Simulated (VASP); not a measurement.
A run of VASP 6.6.1:

INCAR

```
  ALGO = Normal
  EDIFF = 1E-6
  ENCUT = 600
  GGA = PE
  GGA_COMPAT = F
  ISIF = 2
  ISMEAR = 0
  LASPH = T
  LCHARG = F
  LREAL = F
  LWAVE = F
  NBANDS = 11
  NELM = 120
  PREC = Accurate
  SIGMA = 0.01
```

Contents of KPOINTS:

```
k-points
0
Gamma
  10 10 10
```

The input POSCAR:

```
MgO
1.0
    0.0000000000      1.9541088990      1.9541088990
    1.9541088990      0.0000000000      1.9541088990
    1.9541088990      1.9541088990      0.0000000000
Mg O
1 1
Direct
    0.0000000000      0.0000000000      0.0000000000
    0.5000000000      0.5000000000      0.5000000000
```

Potentials or basis: VASP PAW PBE potentials, release 64 (Mg, O).

Command:

```console
$ cat potpaw_PBE.64/Mg/POTCAR potpaw_PBE.64/O/POTCAR > POTCAR
$ mpirun -np 1 vasp_std > vasp.out
```

Hardware: 1 thread of Intel Xeon 8259CL, with other jobs on the host.

Q: How long does it take, and how much memory?

A: Wall time 14 s on 1 thread of Intel Xeon 8259CL (shared host), peak memory 0.14 GiB. Counts: scf iterations 12, k points 47.
